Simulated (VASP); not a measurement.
Crystal: InP.

```
In P
1.0
     0.00000    2.96906    2.96906
     2.96906    0.00000    2.96906
     2.96906    2.96906    0.00000
In P
1 1
Direct
  0.00000 0.00000 0.00000
  0.75000 0.75000 0.75000
```

This cell differs from its parent crystal: volume scaled by 1.04.

Base run:

- Program: VASP 6.6.1
- Functional: PBEsol
- Potentials or basis: VASP PAW PBE potentials, release 64 (In_d, P)
- Cutoff: 520 eV
- k mesh: 8 × 8 × 8
- Occupations: fermi-dirac, width 0.05 eV
- Spin: no spin polarisation

Its results: band gap on the k mesh 0.40 eV, direct; pressure -1.9 GPa.

Q: The run is repeated on the same cell with these changes: functional from PBEsol to SVWN5. What comes out?

A: Band gap on the k mesh 0.27 eV, direct; pressure -3.6 GPa.

SVWN5 binds more tightly than PBEsol, so the same cell stands under less pressure.

Caveats: the PAW data sets were made with another functional, which shifts forces and pressure a little; spin-orbit coupling is left out, which moves the levels of the heavy elements.

